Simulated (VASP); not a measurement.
Nb2Si2O: single point with PBE

Crystal: Nb2Si2O.

```
Nb Si O
1.0
     3.13916   -1.69273    0.00000
     3.13916    1.69273    0.00000
    -0.11597    0.00000    6.73214
Nb Si O
2 2 1
Direct
  0.67627 0.67627 0.84164
  0.32373 0.32373 0.15836
  0.65900 0.65900 0.41417
  0.34100 0.34100 0.58583
  0.00000 0.00000 0.00000
```

| Property | Result |
| --- | --- |
| Program | VASP 6.6.1 |
| Task | single point |
| Functional | PBE |
| Potentials or basis | VASP PAW PBE potentials, release 64 (Nb_sv, Si, O) |
| Cutoff | 520 eV |
| k mesh | 6 × 6 × 4 |
| Occupations | gaussian, width 0.1 eV |
| Spin | collinear spin, zero start |
| Starting moments | [0.0, 0.0, 0.0, 0.0, 0.0] μB |
| Dipole correction | no |
| Further INCAR settings | ALGO = Normal; EDIFF = 1e-06; NBANDS = 32 |

```
Pressure                                              : -0.3 GPa
Largest force                                         : 0.017 eV/Å
Band gap on the k mesh                                : zero (filled and empty bands overlap)
Net moment                                            : 0.00 μB per cell
Valence electrons inside the program's atomic spheres : Nb 10.64; Si 1.72; O 4.98
```

Forces in eV/Å, atoms in the order of the input:
```
Nb   0.011  0.000  0.013
Nb  -0.011  0.000 -0.013
Si   0.003  0.000  0.008
Si  -0.003  0.000 -0.008
O    0.000  0.000  0.000
```

Stress tensor (GPa, compression positive):
```
-0.26  0.00  0.24
 0.00 -0.30  0.00
 0.24  0.00 -0.30
```

Levels at points of the mesh, in eV from the Fermi level:
Spin up:
```tsv
k point	band 17	band 18	band 19	band 20	band 21	band 22	band 23	band 24
(0.00, 0.00, 0.00)	-1.93	-1.75	-1.21	-1.06	0.22	0.68	1.03	1.35
(0.50, 0.00, 0.00)	-3.23	-3.19	-0.78	-0.35	0.53	1.10	1.50	1.55
(0.50, 0.50, 0.00)	-3.19	-2.47	-1.00	0.03	0.55	1.17	1.33	1.94
(0.00, 0.00, 0.50)	-1.49	-1.44	-0.77	-0.63	-0.35	-0.35	0.60	1.56
(0.50, 0.00, 0.50)	-3.36	-3.04	-0.60	-0.55	0.63	1.18	1.59	1.67
(0.50, 0.50, 0.50)	-3.15	-2.48	-0.50	-0.46	0.63	1.38	1.39	1.64
```
Spin down:
```
           k point  band 18  band 19  band 20  band 21  band 22  band 23
(0.00, 0.00, 0.00)    -1.75    -1.21    -1.06     0.22     0.68     1.03
(0.50, 0.00, 0.00)    -3.19    -0.78    -0.35     0.53     1.10     1.50
(0.50, 0.50, 0.00)    -2.47    -1.00     0.03     0.55     1.17     1.33
(0.00, 0.00, 0.50)    -1.44    -0.77    -0.63    -0.35    -0.35     0.60
(0.50, 0.00, 0.50)    -3.04    -0.60    -0.55     0.63     1.18     1.59
(0.50, 0.50, 0.50)    -2.48    -0.50    -0.46     0.63     1.38     1.39
```

Wall time 2.1 min on 1 thread of AMD EPYC 9R45 96-Core Processor (Zen 5) (shared host), peak memory 0.29 GiB.
